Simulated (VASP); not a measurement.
Set up this calculation in VASP 6.6.1, as the native input.

```yaml
Task: single point
Functional: PBE
Potentials_or_basis: VASP PAW PBE potentials, release 64 (Ba_sv, S)
Cutoff: 520 eV
k_mesh: 7 × 7 × 7
Occupations: gaussian, width 0.02 eV
Spin: no spin polarisation
Dipole_correction: no
Further_INCAR_settings: ALGO = Normal; EDIFF = 1e-06; NBANDS = 15
```

The structure of BaS lies in POSCAR:

```
BaS
1.0
    0.0000000000      3.1937500000      3.1937500000
    3.1937500000      0.0000000000      3.1937500000
    3.1937500000      3.1937500000      0.0000000000
Ba S
1 1
Direct
    0.0000000000      0.0000000000      0.0000000000
    0.5000000000      0.5000000000      0.5000000000
```

These files were run (other wordings do the same):

INCAR

```
PREC = Accurate
ENCUT = 520
EDIFF = 1E-6
ISMEAR = 0
SIGMA = 0.02
LREAL = False
LASPH = True
NELM = 100
ALGO = Normal
ISIF = 2
LWAVE = False
LCHARG = True
GGA = PE
LELF = True
LVHAR = True
NBANDS = 15
```

KPOINTS

```
regular mesh
0
Gamma
  7 7 7
```

Potentials or basis: VASP PAW PBE potentials, release 64 (Ba_sv, S).

Run with:

```sh
$ cat potpaw_PBE.64/Ba_sv/POTCAR potpaw_PBE.64/S/POTCAR > POTCAR
$ mpirun -np 1 vasp_std > vasp.out
```

It gave:

* Pressure: 1.4 GPa
* Band gap on the k mesh: 2.17 eV, indirect (least direct gap 2.31 eV)

Caveat: spin-orbit coupling is left out, which moves the levels of the heavy elements.

Run time: 11 s on 1 thread of Intel(R) Xeon(R) 6975P-C (Granite Rapids), with other jobs on the host, peak memory 0.2 GiB.
